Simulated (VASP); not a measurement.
A run of VASP 6.6.1 is set up as follows.

The input INCAR:

```
ALGO     = Normal         # electronic algorithm
EDIFF    = 1E-7           # SCF threshold, eV
ENCUT    = 520            # plane-wave cutoff, eV
GGA      = PE             # functional
ISIF     = 2              # what is computed and relaxed
ISMEAR   = 0              # smearing method
LASPH    = True           # aspherical terms in the spheres
LCHARG   = False          # write CHGCAR
LREAL    = False          # projectors in reciprocal space
LWAVE    = False          # write WAVECAR
NBANDS   = 24             # bands
NELM     = 60             # most SCF steps
PREC     = Accurate       # precision mode
SIGMA    = 0.15           # smearing width, eV
```

The input KPOINTS:

```
k-points
0
Gamma
  14 14 14
```

Contents of POSCAR:

```
AlNi3
1.0
    0.0000000000      2.7845234571      2.7845234571
    2.7845234571      0.0000000000      2.7845234571
    2.7845234571      2.7845234571      0.0000000000
Al Ni
1 3
Direct
    0.5000000000      0.5000000000      0.5000000000
    0.2500000000      0.2500000000      0.2500000000
    0.0000000000      0.0000000000      0.0000000000
    0.7500000000      0.7500000000      0.7500000000
```

Potentials or basis: VASP PAW PBE potentials, release 64 (Al, Ni).

Run with:

```console
$ cat potpaw_PBE.64/Al/POTCAR potpaw_PBE.64/Ni/POTCAR > POTCAR
$ mpirun -np 1 vasp_std > vasp.out
```

Q: What does it give for the pressure?

A: 11.1 GPa.

Spin polarisation is off, so any magnetic state and its effect on volume and gap are missing.
